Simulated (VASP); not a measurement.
# Ta (P-1) in VASP: density of states with PBEsol

Aim: the density of states of Ta with PBEsol.

All numbers are computed with VASP 6.6.1; they aren't measurements. Logs are shortened: lines on timing, memory, paths and dates and some standing lists are left out, and cuts for length are marked.

**1. The cell of the first run**

The typed cell holds 2 atoms: a = 2.781 Å, b = 2.962 Å, c = 5.491 Å, α = 89.03°, β = 89.71°, γ = 118.19°.

**2. Density of states, PBEsol**

The input, POSCAR:

```
Ta
1.0
    2.7813700000     -0.0046700000      0.0074100000
   -1.3947300000      2.6126400000      0.0251500000
    0.0131900000      0.0593400000      5.4908700000
Ta
2
Direct
    0.6852000000      0.3302200000      0.7669100000
    0.3295400000      0.6670500000      0.2428400000
```

The input, INCAR.step1:

```
PREC     = Accurate       # precision mode
ENCUT    = 520            # plane-wave cutoff, eV
EDIFF    = 1E-6           # SCF threshold, eV
ISMEAR   = 1              # smearing method
SIGMA    = 0.1            # smearing width, eV
LREAL    = False          # projectors in reciprocal space
LASPH    = True           # aspherical terms in the spheres
NELM     = 100            # most SCF steps
ALGO     = Normal         # electronic algorithm
ISIF     = 2              # what is computed and relaxed
LWAVE    = False          # write WAVECAR
LCHARG   = True           # write CHGCAR
LMAXMIX  = 4              # l up to which the mixer works
GGA      = PS             # functional
NBANDS   = 18             # bands
```

The input, KPOINTS.step1:

```
Automatic mesh
0
Gamma
  7 7 3
```

The input, INCAR.step2:

```
PREC     = Accurate       # precision mode
ENCUT    = 520            # plane-wave cutoff, eV
EDIFF    = 1E-6           # SCF threshold, eV
ISMEAR   = -5             # smearing method
SIGMA    = 0.1            # smearing width, eV
LREAL    = False          # projectors in reciprocal space
LASPH    = True           # aspherical terms in the spheres
NELM     = 100            # most SCF steps
ALGO     = Normal         # electronic algorithm
ISIF     = 2              # what is computed and relaxed
LWAVE    = False          # write WAVECAR
LCHARG   = False          # write CHGCAR
LMAXMIX  = 4              # l up to which the mixer works
GGA      = PS             # functional
LORBIT   = 11             # projections on sites
NBANDS   = 18             # bands
NEDOS    = 1001           # points of the DOS
ICHARG   = 11             # starting density
```

The input, KPOINTS.step2:

```
Automatic mesh
0
Gamma
  11 11 5
```

Potentials or basis: VASP PAW PBE potentials, release 64 (Ta_pv).

The run is started by

```bash
$ cat potpaw_PBE.64/Ta_pv/POTCAR > POTCAR
$ cp INCAR.step1 INCAR
$ cp KPOINTS.step1 KPOINTS
$ mpirun -np 1 vasp_std > vasp.out
$ cp INCAR.step2 INCAR
$ cp KPOINTS.step2 KPOINTS
$ mpirun -np 1 vasp_std > vasp.out
```

OUTCAR:

```text
PREC = Accurate
   ENCUT = 520
   EDIFF = 1E-6
   ISMEAR = -5
   LREAL = False
   LASPH = True
   NELM = 100
   ISIF = 2
   GGA = PS
   LORBIT = 11
   ICHARG = 11

 ion  position               nearest neighbor table
   1  0.685  0.330  0.767-   2 3.08   2 3.10   2 3.13   2 3.26   2 3.33   2 3.39
   2  0.330  0.667  0.243-   1 3.08   1 3.10   1 3.13   1 3.26   1 3.33   1 3.39

  LATTYP: Found a triclinic cell.
 ALAT       =     2.9538683390
 B/A-ratio  =     0.9416072323
 C/A-ratio  =     1.8589882305
 COS(alpha) =     0.0050478445
 COS(beta)  =     0.0216906856
 COS(gamma) =     0.4679765228

  Lattice vectors:

 A1 = (  -1.3866400000,  -2.6079700000,  -0.0325600000)
 A2 = (  -2.7813700000,   0.0046700000,  -0.0074100000)
 A3 = (  -0.0131900000,  -0.0593400000,  -5.4908700000)

Analysis of symmetry for initial positions (statically):
=====================================================================
 Subroutine PRICEL returns:
 Original cell was already a primitive cell.

 Routine SETGRP: Setting up the symmetry group for a
 triclinic supercell.

 Subroutine GETGRP returns: Found  2 space group operations
 (whereof  1 operations were pure point group operations)
 out of a pool of  2 trial point group operations.

The static configuration has the point symmetry C_1 .
 The point group associated with its full space group is S_2 .

Analysis of symmetry for dynamics (positions and initial velocities):
=====================================================================
 Subroutine PRICEL returns:
 Original cell was already a primitive cell.

 Routine SETGRP: Setting up the symmetry group for a
 triclinic supercell.

 Subroutine GETGRP returns: Found  2 space group operations
 (whereof  1 operations were pure point group operations)
 out of a pool of  2 trial point group operations.

The dynamic configuration has the point symmetry C_1 .
 The point group associated with its full space group is S_2 .

 Subroutine INISYM returns: Found  2 space group operations
 (whereof  1 operations are pure point group operations),
 and found     1 'primitive' translations

----------------------------------------------------------------------------------------

                                     Primitive cell

  volume of cell :      39.8598

  direct lattice vectors                    reciprocal lattice vectors
     2.781370000 -0.004670000  0.007410000     0.359865491  0.192138664 -0.002940906
    -1.394730000  2.612640000  0.025150000     0.000654345  0.383143798 -0.004142219
     0.013190000  0.059340000  5.490870000    -0.000488640 -0.002014219  0.182143443

  length of vectors
     2.781383791  2.961721132  5.491206477     0.407957212  0.383166747  0.182155235

  position of ions in fractional coordinates (direct lattice)
     0.685200000  0.330220000  0.766910000
     0.329540000  0.667050000  0.242840000

  ion indices of the primitive-cell ions
   primitive index   ion index
                 1           1
                 2           2

----------------------------------------------------------------------------------------

 KPOINTS: Automatic mesh

Automatic generation of k-mesh.
 Grid dimensions read from file:
 generate k-points for:   11   11    5

 Generating k-lattice:

  Cartesian coordinates                     Fractional coordinates (reciprocal lattice)
     0.032715045  0.017467151 -0.000267355     0.090909091  0.000000000  0.000000000
     0.000059486  0.034831254 -0.000376565    -0.000000000  0.090909091 -0.000000000
    -0.000097728 -0.000402844  0.036428689     0.000000000  0.000000000  0.200000000

  Length of vectors
     0.037087019  0.034833341  0.036431047

  Shift w.r.t. Gamma in fractional coordinates (k-lattice)
     0.000000000  0.000000000  0.000000000

 TETIRR: Found   1812 inequivalent tetrahedra from     3630

 Subroutine IBZKPT returns following result:
 ===========================================

 Found    303 irreducible k-points:

 Following reciprocal coordinates:
            Coordinates               Weight
  0.000000  0.000000  0.000000      1.000000
  0.090909  0.000000 -0.000000      2.000000
  0.181818  0.000000 -0.000000      2.000000
  0.272727  0.000000 -0.000000      2.000000
  0.363636  0.000000  0.000000      2.000000
  0.454545  0.000000 -0.000000      2.000000
[... 16 lines left out ...]
  0.454545  0.181818 -0.000000      2.000000
 -0.454545  0.181818  0.000000      2.000000
 [... further k-points ...]
   k-points           NKPTS =    303   k-points in BZ     NKDIM =    303   number of bands    NBANDS=     18
   number of dos      NEDOS =   1001   number of ions     NIONS =      2
   total plane-waves  NPLWV =  24192
   dimension x,y,z NGX =    24 NGY =   24 NGZ =   42
   dimension x,y,z NGXF=    48 NGYF=   48 NGZF=   84
   ions per type =               2
   NGX,Y,Z   is equivalent  to a cutoff of  14.35, 13.47, 12.72 a.u.
   NGXF,Y,Z  is equivalent  to a cutoff of  28.69, 26.94, 25.43 a.u.
 SYSTEM =  unknown system
   PREC   = accura    normal or accurate (medium, high low for compatibility)
   ISTART =      0    job   : 0-new  1-cont  2-samecut
   ICHARG =     11    charge: 1-file 2-atom 10-const
   ISPIN  =      1    spin polarized calculation?
   LNONCOLLINEAR =      F non collinear calculations
   LSORBIT =      F    spin-orbit coupling
   LASPH  =      T    aspherical Exc in radial PAW
   ENCUT  =  520.0 eV  38.22 Ry    6.18 a.u.   5.17  5.51 10.21*2*pi/ulx,y,z
   NELM   =    100;   NELMIN=  2; NELMDL=  0     # of ELM steps
   EDIFF  = 0.1E-05   stopping-criterion for ELM
   LREAL  =      F    real-space projection
   EDIFFG = 0.1E-04   stopping-criterion for IOM
   NSW    =      0    number of steps for IOM
   IBRION =     -1    ionic relax: 0-MD 1-quasi-New 2-CG
   NFREE  =      0    steps in history (QN), initial steepest desc. (CG)
   ISIF   =      2    stress and relaxation
   ISYM   =      2    0-nonsym 1-usesym 2-fastsym
   POTIM  = 0.5000    time-step for ionic-motion
   TEBEG  =    0.0;   TEEND  =   0.0 temperature during run
   PSTRESS=    0.0 pullay stress
   NELECT =      22.0000    total number of electrons
   NUPDOWN=      -1.0000    fix difference up-down
   EMIN   =  10.00;   EMAX   =-10.00  energy-range for DOS
   EFERMI =   0.00;   METHOD = LEGACY
   ISMEAR =    -5;   SIGMA  =   0.10  broadening in eV -4-tet -1-fermi 0-gaus
   EFERMI_NEDOS =   21; number of points for ismear=-14 and -15
   IALGO  =     38    algorithm
   IMIX   =      4    mixing-type and parameters
     AMIX     =   0.40;   BMIX     =  1.00
     AMIX_MAG =   1.60;   BMIX_MAG =  1.00
  volume/ion in A,a.u.               =      19.93       134.49
  Fermi-wavevector in a.u.,A,eV,Ry     =   1.342880  2.537676 24.535757  1.803327
  Thomas-Fermi vector in A             =   2.470999
   LORBIT       =     11    0 simple, 1 ext, 2 COOP (PROOUT), +10 PAW based schemes
   GGA     = PS    functional components
   LHFCALC =     F    Hartree Fock is set to
   AEXX    =    0.0000 exact exchange contribution
   IVDW    =     0    specifies the selected vdW correction
   LEPSILON=     F    determine dielectric tensor
   LRPA    =     F    only Hartree local field effects (RPA)
 non-spin polarized calculation
 Fermi weights with tetrahedron method with Bloechl corrections
  energy-cutoff  :      520.00
  volume of cell :       39.86
 maximum number of plane-waves:      1091
 NGX is ok and might be reduce to    24

 number of electron      22.0000000 magnetization

 Free energy of the ion-electron system (eV)
  ---------------------------------------------------
  ext. energy  EPLUGINS =         0.00000000
  ---------------------------------------------------
  free energy    TOTEN  =       -24.21593445 eV

  energy without entropy =      -24.21593445  energy(sigma->0) =      -24.21593445

 E-fermi :   4.8473     XC(G=0): -12.1802

 val. band max:        4.9219621243   @ k =  -0.1818   0.1818  -0.0000
 cond. band min:       4.7735952254   @ k =   0.2727  -0.0909   0.4000
 fundamental gap:     -0.1483668990
 Fermi energy:         4.8473464644

 k-point     1 :       0.0000    0.0000    0.0000
  band No.  band energies     occupation
      1     -29.6104      2.00000
      2     -29.0379      2.00000
      3     -28.8339      2.00000
      4     -28.7792      2.00000
      5     -28.6273      2.00000
      6     -28.5810      2.00000
[... 10 lines left out ...]
     17       9.5482      0.00000
     18      10.1187      0.00000

 k-point     2 :       0.0909    0.0000   -0.0000
  band No.  band energies     occupation
      1     -29.5861      2.00000
      2     -29.0361      2.00000
      3     -28.8623      2.00000
      4     -28.8088      2.00000
      5     -28.7144      2.00000
      6     -28.6744      2.00000
[... 10 lines left out ...]
     17       9.6854      0.00000
     18      10.5573      0.00000

 k-point     3 :       0.1818    0.0000   -0.0000
  band No.  band energies     occupation
      1     -29.5187      2.00000
      2     -29.0524      2.00000
      3     -29.0051      2.00000
      4     -28.9697      2.00000
      5     -28.8772      2.00000
      6     -28.8143      2.00000
[... 10 lines left out ...]
     17       9.7831      0.00000
     18      11.5888      0.00000

 k-point     4 :       0.2727    0.0000   -0.0000
  band No.  band energies     occupation
      1     -29.4300      2.00000
      2     -29.3424      2.00000
      3     -29.2803      2.00000
      4     -29.0290      2.00000
      5     -28.9649      2.00000
      6     -28.8886      2.00000
[... 375 lines left out ...]
      4     -29.2061      2.00000
      5     -29.1401      2.00000
      6     -29.0915      2.00000
[... 10 lines left out ...]
     17      12.2292      0.00000
     18      13.4022      0.00000

 k-point    23 :       0.4545    0.1818   -0.0000
  band No.  band energies     occupation
      1     -29.7483      2.00000
      2     -29.6948      2.00000
      3     -29.2271      2.00000
      4     -29.1632      2.00000
      5     -29.1225      2.00000
      6     -29.0855      2.00000
[... 10 lines left out ...]
     17      13.0186      0.00000
     18      13.8050      0.00000

 k-point    24 :      -0.4545    0.1818    0.0000
  band No.  band energies     occupation
      1     -29.6927      2.00000
      2     -29.6617      2.00000
      3     -29.2740      2.00000
      4     -29.0933      2.00000
      5     -29.0579      2.00000
      6     -29.0297      2.00000
[... 10 lines left out ...]
     17      11.9573      0.00000
     18      13.5739      0.00000

 [... further k-points ...]
[... 5 lines left out ...]
  --------------------------------------------------------------------------------------
  -------------------------------------------------------------------------------------
  Total       -2.7575626     -2.5528113     -3.9518813      0.3316760      0.1414765     -0.0395118
  in kB     -110.8410443   -102.6110065   -158.8470389     13.3318155      5.6866896     -1.5881878
  external PRESSURE =    -124.0996966 kB  Pullay stress =       0.0000000 kB

 VOLUME and BASIS-vectors are now :
 -----------------------------------------------------------------------------
  energy-cutoff  :      520.00
  volume of cell :       39.86
      direct lattice vectors                 reciprocal lattice vectors
     2.781370000 -0.004670000  0.007410000     0.359865491  0.192138664 -0.002940906
    -1.394730000  2.612640000  0.025150000     0.000654345  0.383143798 -0.004142219
     0.013190000  0.059340000  5.490870000    -0.000488640 -0.002014219  0.182143443

 POSITION                                       TOTAL-FORCE (eV/Angst)
 -----------------------------------------------------------------------------------
      1.45534      0.90505      4.22439         0.016513     -0.241787     -0.698390
     -0.01058      1.75563      1.35262        -0.016513      0.241787      0.698390
 -----------------------------------------------------------------------------------
    total drift:                               -0.000006      0.000003      0.000017

  FREE ENERGIE OF THE ION-ELECTRON SYSTEM (eV)
  ---------------------------------------------------
  free  energy   TOTEN  =       -24.2159344476 eV

  energy  without entropy=      -24.2159344476  energy(sigma->0) =      -24.21593445

 total charge

# of ion       s       p       d       tot
------------------------------------------
    1        0.366   6.137   2.326   8.828
    2        0.366   6.137   2.326   8.828
--------------------------------------------------
tot          0.731  12.274   4.651  17.656
```

Run time: 67 s. Hardware: 1 thread of Intel Xeon Platinum 8488C (Sapphire Rapids), shared host; peak memory 0.29 GiB.

What came out:

```yaml
Valence_electrons_inside_the_program's_atomic_spheres: Ta 8.83
```

Levels at points of the mesh, in eV from the Fermi level:
```csv
k point,band 9,band 10,band 11,band 12,band 13,band 14
"(0.00, 0.00, 0.00)",-1.05,-0.43,-0.12,0.33,1.68,2.03
```

Caveat: the k points lie up to 0.38 Å⁻¹ apart; the PAW data sets were made with another functional, which shifts forces and pressure a little; spin-orbit coupling is left out, which moves the levels of the heavy elements; tetrahedron occupations give inexact forces and stress in metals.
